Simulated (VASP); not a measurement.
Write the native input for VASP 6.6.1 that does the following.

- Task: relaxation of cell and atoms
- Functional: PBE
- Potentials or basis: VASP PAW PBE potentials, release 64 (Pb_d, O)
- Cutoff: 600 eV
- k mesh: 4 × 4 × 4
- Occupations: gaussian, width 0.1 eV
- Spin: no spin polarisation
- Dipole correction: no
- Further INCAR settings: ALGO = Normal; EDIFF = 1e-07; IBRION = 2; EDIFFG = -0.04; NSW = 60; ISIF = 3

The structure of PbO lies in POSCAR:

```
PbO
1.0
    3.9744000000      0.0000000000      0.0000000000
    0.0000000000      3.9744000000      0.0000000000
    0.0000000000      0.0000000000      5.0220000000
Pb O
2 2
Direct
    0.0000000000      0.5000000000      0.2351000000
    0.5000000000      0.0000000000      0.7649000000
    0.0000000000      0.0000000000      0.0000000000
    0.5000000000      0.5000000000      0.0000000000
```

One way to write it, as run:

INCAR

```
PREC = Accurate ; ENCUT = 600
EDIFF = 1E-7 ; ISMEAR = 0
SIGMA = 0.1 ; LREAL = F
LASPH = T ; NELM = 120
ALGO = Normal ; ISIF = 3
LWAVE = F ; LCHARG = F
GGA = PE ; IBRION = 2
NSW = 60 ; EDIFFG = -0.04
GGA_COMPAT = F ; NELMIN = 4
```

KPOINTS

```
Automatic mesh
0
Gamma
  4 4 4
```

Potentials or basis: VASP PAW PBE potentials, release 64 (Pb_d, O).

Launch:

```bash
$ cat potpaw_PBE.64/Pb_d/POTCAR potpaw_PBE.64/O/POTCAR > POTCAR
$ mpirun -np 1 vasp_std > vasp.out
```

It gave:

The relaxed volume is 22.56 Å³/atom and the relaxed cell is a = 4.052 Å, b = 4.052 Å, c = 5.496 Å, α = 90.00°, β = 90.00°, γ = 90.00°. The space group after relaxing (to 0.05 Å) is P4/nmm (No. 129). The energy gained by relaxing is 24.2 meV/atom. The ionic steps are 10 and the pressure after relaxing is 0.2 GPa. The largest force after relaxing is 0.024 eV/Å. The band gap on the k mesh is 1.72 eV, indirect (least direct gap 1.96 eV).

Caveat: spin-orbit coupling is left out, which moves the levels of the heavy elements; the volume moved by +14 % from the deposited cell, more than functionals usually miss.

Run time: 6.8 min on 1 thread of Intel Xeon 8259CL (shared host), peak memory 0.22 GiB.
